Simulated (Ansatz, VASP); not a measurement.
One calculation of Li6AlB3, two programs

```
Li Al B
1.0
     4.85692    0.00000    0.00000
     0.00000    4.85692    0.00000
     0.00000    0.00000    4.85692
Li Al B
6 1 3
Direct
  0.69538 0.50000 0.00000
  0.30462 0.50000 0.00000
  0.00000 0.69538 0.50000
  0.00000 0.30462 0.50000
  0.50000 0.00000 0.69538
  0.50000 0.00000 0.30462
  0.00000 0.00000 0.00000
  0.50000 0.00000 0.00000
  0.00000 0.50000 0.00000
  0.00000 0.00000 0.50000
```

Alike in both runs: task relaxation of cell and atoms; functional PBE; k mesh 4 × 4 × 4; occupations gaussian, width 0.1 eV; no spin polarisation.

```csv
,VASP,Ansatz
version,VASP 6.6.1,Ansatz 0.2.0
potentials or method,"VASP PAW PBE potentials, release 64 (Li_sv, Al, B), cutoff 600 eV","scalar-relativistic, plane waves, PAW"
valence electrons in the cell,30,30
```

```tsv
	VASP	Ansatz	Ansatz less VASP
gap on the k mesh at the Fermi level, each at its own relaxed structure (eV)	none	none	-
relaxed volume (Å³/atom)	16.76	17.20	+0.446
relaxed cell length with the largest relative difference (Å)	5.513	5.562	+0.0485
```

A gap of «none» marks a metal or a gap that the smearing closes.

Noted on VASP's run: the cutoff is short for stress, so the pressure is rough; the volume moved by over 15 % at a fixed basis, so the end points are rough.
